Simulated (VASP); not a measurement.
A run of VASP 6.6.1 is set up as follows.

Contents of INCAR:

```
PREC = Accurate
ENCUT = 600
EDIFF = 1E-6
ISMEAR = -1
SIGMA = 0.1
LREAL = F
LASPH = T
NELM = 60
ALGO = Normal
ISIF = 3
LWAVE = F
LCHARG = F
GGA = PS
IBRION = 2
NSW = 60
EDIFFG = -0.02
```

Contents of KPOINTS:

```
regular mesh
0
Gamma
  8 8 8
```

Contents of POSCAR:

```
Se
1.0
    2.8105630000      0.0000000000      0.0000000000
    0.0000000000      2.8105630000      0.0000000000
    0.0000000000      0.0000000000      2.8105630000
Se
1
Direct
    0.0000000000      0.0000000000      0.0000000000
```

Potentials or basis: VASP PAW PBE potentials, release 64 (Se).

Run with:

```sh
$ cat potpaw_PBE.64/Se/POTCAR > POTCAR
$ mpirun -np 1 vasp_std > vasp.out
```

(1) Estimate the relaxed cell.

(2) Predict the space group after relaxing (to 0.05 Å).

(3) Predict the band gap on the k mesh.

Answers

(1) a = 2.793 Å, b = 2.793 Å, c = 2.793 Å, α = 90.00°, β = 90.00°, γ = 90.00°.

(2) Pm-3m (No. 221).

(3) zero (band 3 reaches 8.00 eV, above the bottom of band 4 at 1.57 eV).
